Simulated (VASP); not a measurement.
Crystal: MgO.

```
CELL_PARAMETERS angstrom
-4.25359 -4.25359 -4.25359
-4.25359 4.25359 4.25359
4.25359 4.25359 -4.25359
ATOMIC_POSITIONS crystal
Mg 0.00476 0.75148 0.25949
Mg 0.74402 0.74397 0.49894
Mg 0.50175 0.76128 0.75700
Mg 0.00301 0.25194 0.74489
Mg 0.99746 0.99797 0.00403
Mg 0.74164 0.99202 0.24363
Mg 0.50284 0.99184 0.50244
Mg 0.24724 0.00201 0.74654
Mg 0.25105 0.74832 0.00138
Mg 0.99979 0.50007 0.51254
Mg 0.76032 0.50757 0.75629
Mg 0.75185 0.24403 0.98930
Mg 0.50327 0.25667 0.25541
Mg 0.24765 0.24566 0.49156
Mg 0.50533 0.50549 0.01878
Mg 0.25045 0.51471 0.25522
O 0.24264 0.99828 0.24108
O 0.00693 0.00137 0.50242
O 0.75368 0.01031 0.76220
O 0.24255 0.49531 0.75441
O 0.25213 0.24882 0.99578
O 0.98865 0.24780 0.25511
O 0.74384 0.24696 0.49815
O 0.49101 0.24481 0.74047
O 0.50612 0.00212 0.99251
O 0.24313 0.73376 0.48803
O 0.99545 0.74393 0.74922
O 0.01116 0.50613 0.00959
O 0.75064 0.49501 0.25348
O 0.50314 0.50194 0.50831
O 0.75490 0.75619 0.99287
O 0.51078 0.74578 0.25826
```

| Quantity | Value |
| --- | --- |
| Program | VASP 6.6.1 |
| Task | relaxation of the atoms |
| Functional | PBE |
| Potentials or basis | VASP PAW PBE potentials, release 64 (Mg, O) |
| Cutoff | 520 eV |
| k mesh | 2 × 2 × 2, shifted |
| Occupations | gaussian, width 0.02 eV |
| Spin | no spin polarisation |

At the start: pressure 0.5 GPa; volume 9.62 Å³/atom.

Task: Where does the relaxation end?

Result: Over 8 steps the energy falls by 29.1 meV/atom at a fixed cell; space group P1 (No. 1, to 0.1 Å) before, Fm-3m (No. 225, to 0.1 Å).

Step by step:
```tsv
step	energy change (eV)	largest force (eV/Å)	pressure (GPa)
1	0.0000	1.6519	0.55
2	-0.7705	0.5650	-0.49
3	-0.8014	0.4809	-0.57
4	-0.9060	0.2141	-0.70
5	-0.9145	0.1821	-0.71
6	-0.9280	0.0893	-0.73
7	-0.9306	0.0691	-0.74
8	-0.9321	0.0261	-0.74
```

Final structure:
```
Mg O
1.0
    -4.25359   -4.25359   -4.25359
    -4.25359    4.25359    4.25359
     4.25359    4.25359   -4.25359
Mg O
16 16
Cartesian
  -2.1233 4.2571 2.1190
  -4.2489 2.1291 -2.1356
  -2.1206 4.2572 -2.1327
  2.1303 4.2569 -2.1352
  -4.2486 4.2573 4.2468
  -6.3752 2.1275 -0.0078
  0.0022 0.0026 -4.2623
  -2.1240 6.3810 -0.0074
  -4.2480 2.1303 2.1221
  -4.2450 0.0024 -4.2606
  -2.1194 2.1318 -4.2600
  -4.2489 -2.1237 -2.1349
  -2.1216 0.0020 -2.1328
  0.0042 2.1292 -2.1341
  -4.2472 0.0045 -0.0071
  -2.1224 2.1312 -0.0073
  -4.2494 4.2562 2.1186
  -2.1238 6.3824 2.1189
  -4.2493 4.2563 -2.1357
  0.0062 4.2568 -2.1340
  -2.1232 0.0035 -0.0067
  0.0039 2.1292 -0.0067
  -2.1222 0.0021 -4.2615
  0.0040 2.1305 -4.2620
  -6.3757 2.1292 2.1202
  -2.1231 4.2569 -0.0073
  0.0065 6.3842 -0.0068
  -2.1225 2.1318 2.1198
  -4.2475 0.0039 -2.1350
  -2.1220 2.1306 -2.1331
  -6.3734 0.0048 -0.0073
  -4.2482 2.1307 -0.0064
```
